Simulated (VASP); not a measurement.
Input of a VASP 6.6.1 run:

Contents of INCAR:

```
SYSTEM = Co
ALGO     = Normal         ! electronic algorithm
EDIFF    = 1E-6           ! SCF threshold, eV
ENCUT    = 520            ! plane-wave cutoff, eV
GGA      = PS             ! functional
ISIF     = 2              ! what is computed and relaxed
ISMEAR   = 1              ! smearing method
ISPIN    = 2              ! spin polarisation
LASPH    = .True.         ! aspherical terms in the spheres
LCHARG   = .False.        ! write CHGCAR
LMAXMIX  = 4              ! l up to which the mixer works
LORBIT   = 11             ! projections on sites
LREAL    = .False.        ! projectors in reciprocal space
LWAVE    = .False.        ! write WAVECAR
MAGMOM   = 1.8 -1.8       ! initial moments
NBANDS   = 20             ! bands
NELM     = 150            ! most SCF steps
PREC     = Accurate       ! precision mode
SIGMA    = 0.1            ! smearing width, eV
```

The input KPOINTS:

```
k-points
0
Gamma
  14 14 8
  0 0 0
```

Contents of POSCAR:

```
Co
1.0
    2.4873648700      0.0000000000      0.0000000000
   -1.2436824400      2.1541211700      0.0000000000
    0.0000000000      0.0000000000      4.0632895000
Co
2
Direct
    0.6666666667      0.3333333333      0.2598610000
    0.3333333333      0.6666666667      0.7401390000
```

Potentials or basis: VASP PAW PBE potentials, release 64 (Co).

The run is started by

```sh
$ cat potpaw_PBE.64/Co/POTCAR > POTCAR
$ mpirun -np 1 vasp_std > vasp.out
```

Problem. What does it give for the site moments?

Solution. Co +0.91, -0.91 μB.

Problem. Estimate the largest force.

Solution. 0.506 eV/Å.

Stress tensor (GPa, compression positive):
```
-16.51   0.00   0.00
  0.00 -16.51   0.00
  0.00   0.00 -18.41
```

Caveat: the cell stands under tension; the PAW data sets were made with another functional, which shifts forces and pressure a little.
